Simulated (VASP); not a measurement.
Input of a VASP 6.6.1 run:

INCAR

```
SYSTEM = SN2O2
  ALGO = Normal
  EDIFF = 1E-6
  ENCUT = 1000
  GGA = PE
  GGA_COMPAT = .FALSE.
  ISIF = 2
  ISMEAR = -1
  IVDW = 12
  LASPH = .TRUE.
  LCHARG = .FALSE.
  LREAL = Auto
  LWAVE = .FALSE.
  NBANDS = 88
  NELM = 120
  PREC = Accurate
  SIGMA = 0.02
```

Contents of KPOINTS:

```
k-points
0
G
  1 1 1
  0 0 0
```

The input POSCAR:

```
SN2O2
1.0
    9.5023080000      0.0000000000      0.0000000000
    0.0000000000      9.5023080000      0.0000000000
    0.0000000000      0.0000000000      9.5023080000
N S O
10 5 10
Direct
    0.0226997483      0.1422391276      0.2285444757
    0.0043147412      0.1981729070      0.3254262017
    0.2922026943      0.7598259286      0.5316392607
    0.1866283433      0.7807576854      0.4835351580
    0.4742847738      0.7493232171      0.9713324384
    0.4344207744      0.6562300443      0.9126098628
    0.6685323187      0.1479430050      0.4125839743
    0.6053160979      0.2440459728      0.4302217945
    0.9794673042      0.0988812402      0.7722544881
    0.9762049388      0.1289055248      0.8832380512
    0.9706694416      0.7981324116      0.1403448510
    0.6308993562      0.2371634344      0.9161142746
    0.6402339305      0.6931263436      0.3965457655
    0.2492552336      0.3852116770      0.6925685844
    0.2737124496      0.4560470993      0.2297126130
    0.9156617529      0.6704476428      0.2199255170
    0.9812037244      0.7978272226     -0.0078402005
    0.5251987201      0.2398469930      0.8058358033
    0.6150821464      0.1475325784      1.0401893940
    0.5842896273      0.5604533130      0.3527037852
    0.7591945031      0.6927685358      0.5004257913
    0.1695798537      0.4506168396      0.8005844475
    0.2032874540      0.2516651744      0.6305625960
    0.2494972800      0.6053160979      0.2187047610
    0.3513567441      0.3736986846      0.1210232293
```

Potentials or basis: VASP PAW PBE potentials, release 64 (N_h, S, O_h).

Command:

```bash
$ cat potpaw_PBE.64/N_h/POTCAR potpaw_PBE.64/S/POTCAR potpaw_PBE.64/O_h/POTCAR > POTCAR
$ mpirun -np 1 vasp_gam > vasp.out
```

Task: What does it give for the largest force?

Result: 4.563 eV/Å.

Task: What does it give for the dispersion energy per atom?

Result: -0.044 eV.

Stress tensor (GPa, compression positive):
```
-1.11  0.01 -0.64
 0.01 -0.92  0.65
-0.64  0.65  0.15
```

Caveat: the k points lie up to 0.66 Å⁻¹ apart.
